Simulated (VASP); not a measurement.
# Mo (P6/mmm) in VASP: further runs

Mo is run at these levels: PBE; tasks: single point.

Everything below comes from runs of VASP 6.6.1. Logs are shortened: lines on timing, memory, paths and dates and some standing lists are left out, and cuts for length are marked.

## 1. The cell of the first run

It takes space group P6/mmm (No. 191, hexagonal). The conventional cell has a = 2.834 Å, b = 2.834 Å, c = 2.440 Å, α = 90.00°, β = 90.00°, γ = 120.00°. Mo (site symmetry 6/mmm) has 8 Mo at 2.44 to 2.83 Å within 3.2 Å.

## 2. Single point, PBE

Input file INCAR:

```
SYSTEM = Mo
  PREC = Accurate
  ENCUT = 500
  EDIFF = 1E-6
  ISMEAR = 0
  SIGMA = 0.1
  LREAL = .FALSE.
  LASPH = .TRUE.
  NELM = 120
  ALGO = Normal
  ISIF = 2
  LWAVE = .FALSE.
  LCHARG = .FALSE.
  GGA = PE
  NBANDS = 13
  GGA_COMPAT = .FALSE.
```

Input file KPOINTS:

```
Automatic mesh
0
G
  4 4 8
  0 0 0
```

Input file POSCAR:

```
Mo
1.0
    1.4169881138     -2.4544079478      0.0000000000
    1.4169881138      2.4544079478      0.0000000000
    0.0000000000      0.0000000000      2.4396587799
Mo
1
Direct
    0.5000000000      0.5000000000      0.0000000000
```

Potentials or basis: VASP PAW PBE potentials, release 64 (Mo_sv).

Launch:

```bash
cat potpaw_PBE.64/Mo_sv/POTCAR > POTCAR
mpirun -np 1 vasp_std > vasp.out
```

OUTCAR:

```text
SYSTEM = Mo
   PREC = Accurate
   ENCUT = 500
   EDIFF = 1E-6
   ISMEAR = 0
   LREAL = .FALSE.
   LASPH = .TRUE.
   NELM = 120
   ISIF = 2
   GGA = PE

 ion  position               nearest neighbor table
   1  0.500  0.500  0.000-

  LATTYP: Found a base centered orthorhombic cell.
 ALAT       =     2.8339762276
 B/A-ratio  =     1.7321302302
 C/A-ratio  =     0.8608607073

  Lattice vectors:

 A1 = (   1.4169881138,  -2.4544079478,   0.0000000000)
 A2 = (   1.4169881138,   2.4544079478,   0.0000000000)
 A3 = (   0.0000000000,   0.0000000000,   2.4396587799)

Analysis of symmetry for initial positions (statically):
=====================================================================
 Subroutine PRICEL returns:
 Original cell was already a primitive cell.

 Routine SETGRP: Setting up the symmetry group for a
 base centered orthorhombic supercell.

 Subroutine GETGRP returns: Found  8 space group operations
 (whereof  8 operations were pure point group operations)
 out of a pool of  8 trial point group operations.

The static configuration has the point symmetry D_2h.

Analysis of symmetry for dynamics (positions and initial velocities):
=====================================================================
 Subroutine PRICEL returns:
 Original cell was already a primitive cell.

 Routine SETGRP: Setting up the symmetry group for a
 base centered orthorhombic supercell.

 Subroutine GETGRP returns: Found  8 space group operations
 (whereof  8 operations were pure point group operations)
 out of a pool of  8 trial point group operations.

The dynamic configuration has the point symmetry D_2h.

 Subroutine INISYM returns: Found  8 space group operations
 (whereof  8 operations are pure point group operations),
 and found     1 'primitive' translations

----------------------------------------------------------------------------------------

                                     Primitive cell

  volume of cell :      16.9696

  direct lattice vectors                    reciprocal lattice vectors
     1.416988114 -2.454407948  0.000000000     0.352861111 -0.203715116  0.000000000
     1.416988114  2.454407948  0.000000000     0.352861111  0.203715116  0.000000000
     0.000000000  0.000000000  2.439658780     0.000000000  0.000000000  0.409893387

  length of vectors
     2.834073692  2.834073692  2.439658780     0.407444244  0.407444244  0.409893387

  position of ions in fractional coordinates (direct lattice)
     0.500000000  0.500000000  0.000000000

  ion indices of the primitive-cell ions
   primitive index   ion index
                 1           1

----------------------------------------------------------------------------------------

 KPOINTS: Automatic mesh

Automatic generation of k-mesh.
 Grid dimensions read from file:
 generate k-points for:    4    4    8

 Generating k-lattice:

  Cartesian coordinates                     Fractional coordinates (reciprocal lattice)
     0.088215278 -0.050928779  0.000000000     0.250000000  0.000000000  0.000000000
     0.088215278  0.050928779  0.000000000     0.000000000  0.250000000  0.000000000
     0.000000000  0.000000000  0.051236673     0.000000000  0.000000000  0.125000000

  Length of vectors
     0.101861061  0.101861061  0.051236673

  Shift w.r.t. Gamma in fractional coordinates (k-lattice)
     0.000000000  0.000000000  0.000000000

 Subroutine IBZKPT returns following result:
 ===========================================

 Found     35 irreducible k-points:

 Following reciprocal coordinates:
            Coordinates               Weight
  0.000000  0.000000  0.000000      1.000000
  0.250000 -0.000000  0.000000      4.000000
  0.500000 -0.000000  0.000000      2.000000
  0.250000  0.250000  0.000000      2.000000
  0.500000  0.250000  0.000000      4.000000
 -0.250000  0.250000  0.000000      2.000000
[... 16 lines left out ...]
  0.250000 -0.000000  0.375000      8.000000
  0.500000 -0.000000  0.375000      4.000000
 [... further k-points ...]
   k-points           NKPTS =     35   k-points in BZ     NKDIM =     35   number of bands    NBANDS=     13
   number of dos      NEDOS =    301   number of ions     NIONS =      1
   total plane-waves  NPLWV =  10368
   dimension x,y,z NGX =    24 NGY =   24 NGZ =   18
   dimension x,y,z NGXF=    48 NGYF=   48 NGZF=   36
   ions per type =               1
   NGX,Y,Z   is equivalent  to a cutoff of  14.08, 14.08, 12.27 a.u.
   NGXF,Y,Z  is equivalent  to a cutoff of  28.16, 28.16, 24.53 a.u.
 SYSTEM =  Mo
   PREC   = accura    normal or accurate (medium, high low for compatibility)
   ISTART =      0    job   : 0-new  1-cont  2-samecut
   ICHARG =      2    charge: 1-file 2-atom 10-const
   ISPIN  =      1    spin polarized calculation?
   LNONCOLLINEAR =      F non collinear calculations
   LSORBIT =      F    spin-orbit coupling
   LASPH  =      T    aspherical Exc in radial PAW
   ENCUT  =  500.0 eV  36.75 Ry    6.06 a.u.   5.17  5.17  4.45*2*pi/ulx,y,z
   NELM   =    120;   NELMIN=  2; NELMDL= -5     # of ELM steps
   EDIFF  = 0.1E-05   stopping-criterion for ELM
   LREAL  =      F    real-space projection
   EDIFFG = 0.1E-04   stopping-criterion for IOM
   NSW    =      0    number of steps for IOM
   IBRION =     -1    ionic relax: 0-MD 1-quasi-New 2-CG
   NFREE  =      0    steps in history (QN), initial steepest desc. (CG)
   ISIF   =      2    stress and relaxation
   ISYM   =      2    0-nonsym 1-usesym 2-fastsym
   POTIM  = 0.5000    time-step for ionic-motion
   TEBEG  =    0.0;   TEEND  =   0.0 temperature during run
   PSTRESS=    0.0 pullay stress
   NELECT =      14.0000    total number of electrons
   NUPDOWN=      -1.0000    fix difference up-down
   EMIN   =  10.00;   EMAX   =-10.00  energy-range for DOS
   EFERMI =   0.00;   METHOD = LEGACY
   ISMEAR =     0;   SIGMA  =   0.10  broadening in eV -4-tet -1-fermi 0-gaus
   EFERMI_NEDOS =   21; number of points for ismear=-14 and -15
   IALGO  =     38    algorithm
   IMIX   =      4    mixing-type and parameters
     AMIX     =   0.40;   BMIX     =  1.00
     AMIX_MAG =   1.60;   BMIX_MAG =  1.00
  volume/ion in A,a.u.               =      16.97       114.52
  Fermi-wavevector in a.u.,A,eV,Ry     =   1.535419  2.901521 32.075879  2.357511
  Thomas-Fermi vector in A             =   2.642210
   LORBIT       =      0    0 simple, 1 ext, 2 COOP (PROOUT), +10 PAW based schemes
   GGA     = PE    functional components
   LHFCALC =     F    Hartree Fock is set to
   AEXX    =    0.0000 exact exchange contribution
   IVDW    =     0    specifies the selected vdW correction
   LEPSILON=     F    determine dielectric tensor
   LRPA    =     F    only Hartree local field effects (RPA)
 non-spin polarized calculation
 Gauss-broadening in eV      SIGMA  =   0.10
  energy-cutoff  :      500.00
  volume of cell :       16.97
 maximum number of plane-waves:       446
 NGX is ok and might be reduce to    24
   NGX = 11   NGY = 11   NGZ =  9

 number of electron      14.0000001 magnetization

 Free energy of the ion-electron system (eV)
  ---------------------------------------------------
  ext. energy  EPLUGINS =         0.00000000
  ---------------------------------------------------
  free energy    TOTEN  =        -9.85073414 eV

  energy without entropy =       -9.84467845  energy(sigma->0) =       -9.84770630

 E-fermi :  11.3988     XC(G=0): -12.8128

 val. band max:       11.3839243739   @ k =   0.0000   0.0000   0.5000
 cond. band min:      11.4669949353   @ k =  -0.2500   0.2500   0.3750
 fundamental gap:      0.0830705613
 Fermi energy:        11.3988446212

 k-point     1 :       0.0000    0.0000    0.0000
  band No.  band energies     occupation
      1     -49.7637      2.00000
      2     -23.2393      2.00000
      3     -23.2392      2.00000
      4     -22.5952      2.00000
      5       4.5189      2.00000
      6       6.8592      2.00000
      7      10.2243      2.00000
      8      10.2252      2.00000
      9      15.6123      0.00000
     10      15.6124      0.00000
     11      23.5414      0.00000
     12      28.9974      0.00000
     13      30.5261      0.00000

 k-point     2 :       0.2500   -0.0000    0.0000
  band No.  band energies     occupation
      1     -49.6886      2.00000
      2     -23.7649      2.00000
      3     -23.3600      2.00000
      4     -22.5460      2.00000
      5       6.2299      2.00000
      6       7.3956      2.00000
      7       9.2896      2.00000
      8      12.0882      0.00000
      9      14.3224      0.00000
     10      15.3569      0.00000
     11      24.5302      0.00000
     12      27.2536      0.00000
     13      28.2709      0.00000

 k-point     3 :       0.5000   -0.0000    0.0000
  band No.  band energies     occupation
      1     -49.6123      2.00000
      2     -24.2626      2.00000
      3     -23.4780      2.00000
      4     -22.4963      2.00000
      5       6.5084      2.00000
      6       7.6848      2.00000
      7      11.8114      0.00000
      8      13.3085      0.00000
      9      14.9206      0.00000
     10      15.1144      0.00000
     11      20.2192      0.00000
     12      23.6000      0.00000
     13      28.8294      0.00000

 k-point     4 :       0.2500    0.2500    0.0000
  band No.  band energies     occupation
      1     -49.6124      2.00000
      2     -24.0733      2.00000
      3     -23.6835      2.00000
      4     -22.4963      2.00000
      5       7.6249      2.00000
      6       8.3164      2.00000
      7       9.0394      2.00000
      8      13.7028      0.00000
      9      14.6047      0.00000
     10      16.0404      0.00000
     11      20.4912      0.00000
     12      21.9532      0.00000
     13      30.2440      0.00000

 k-point     5 :       0.5000    0.2500    0.0000
  band No.  band energies     occupation
      1     -49.6124      2.00000
      2     -24.0731      2.00000
      3     -23.6836      2.00000
      4     -22.4963      2.00000
      5       7.6248      2.00000
      6       8.3166      2.00000
      7       9.0392      2.00000
      8      13.7030      0.00000
      9      14.6046      0.00000
     10      16.0401      0.00000
     11      20.4909      0.00000
     12      21.9534      0.00000
     13      30.2439      0.00000
[... 257 lines left out ...]
 k-point    22 :       0.0000    0.0000    0.3750
  band No.  band energies     occupation
      1     -49.4402      2.00000
      2     -24.6825      2.00000
      3     -23.0206      2.00000
      4     -23.0205      2.00000
      5       7.3685      2.00000
      6      11.1916      1.99662
      7      11.1924      1.99649
      8      11.6483      0.00042
      9      11.6486      0.00041
     10      11.6842      0.00005
     11      21.9572      0.00000
     12      26.4613      0.00000
     13      29.9662      0.00000

 k-point    23 :       0.2500   -0.0000    0.3750
  band No.  band energies     occupation
      1     -49.3694      2.00000
      2     -24.5932      2.00000
      3     -23.5003      2.00000
      4     -23.1327      2.00000
      5       7.5505      2.00000
      6       9.1378      2.00000
      7      11.0700      2.00000
      8      11.4671      0.33429
      9      12.9684      0.00000
     10      15.0069      0.00000
     11      22.4996      0.00000
     12      26.0533      0.00000
     13      30.6417      0.00000

 k-point    24 :       0.5000   -0.0000    0.3750
  band No.  band energies     occupation
      1     -49.2976      2.00000
      2     -24.5020      2.00000
      3     -23.9584      2.00000
      4     -23.2425      2.00000
      5       6.4513      2.00000
      6       8.1688      2.00000
      7      10.5949      2.00000
      8      15.1808      0.00000
      9      15.3869      0.00000
     10      17.7323      0.00000
     11      19.0991      0.00000
     12      26.3651      0.00000
     13      28.4091      0.00000

 [... further k-points ...]

------------------------ aborting loop because EDIFF is reached ----------------------------------------

  FORCE on cell =-STRESS in cart. coord.  units (eV):
  Direction    XX          YY          ZZ          XY          YZ          ZX
  --------------------------------------------------------------------------------------
  -------------------------------------------------------------------------------------
  Total        0.0293564      0.0290161      0.1020347      0.0000000      0.0000000      0.0000000
  in kB        2.7716684      2.7395418      9.6335529      0.0000000      0.0000000      0.0000000
  external PRESSURE =       5.0482544 kB  Pullay stress =       0.0000000 kB

 VOLUME and BASIS-vectors are now :
 -----------------------------------------------------------------------------
  energy-cutoff  :      500.00
  volume of cell :       16.97
      direct lattice vectors                 reciprocal lattice vectors
     1.416988114 -2.454407948  0.000000000     0.352861111 -0.203715116  0.000000000
     1.416988114  2.454407948  0.000000000     0.352861111  0.203715116  0.000000000
     0.000000000  0.000000000  2.439658780     0.000000000  0.000000000  0.409893387

 POSITION                                       TOTAL-FORCE (eV/Angst)
 -----------------------------------------------------------------------------------
      1.41699      0.00000      0.00000         0.000000     -0.000000      0.000000
 -----------------------------------------------------------------------------------
    total drift:                               -0.000000     -0.000000     -0.000000

  FREE ENERGIE OF THE ION-ELECTRON SYSTEM (eV)
  ---------------------------------------------------
  free  energy   TOTEN  =        -9.8507341401 eV

  energy  without entropy=       -9.8446784533  energy(sigma->0) =       -9.84770630
```

Wall time 5.7 s (1 thread of Intel Xeon 6975P-C (Granite Rapids), shared host); peak memory 0.13 GiB.

What came out:

```
Free energy            : -9.8507 eV
Pressure               : 0.5 GPa
Band gap on the k mesh : zero (band 7 reaches 11.81 eV, above the bottom of band 8 at 10.23 eV)
```

Caveat: the k points lie up to 0.64 Å⁻¹ apart.

[end of part 1 of 2]
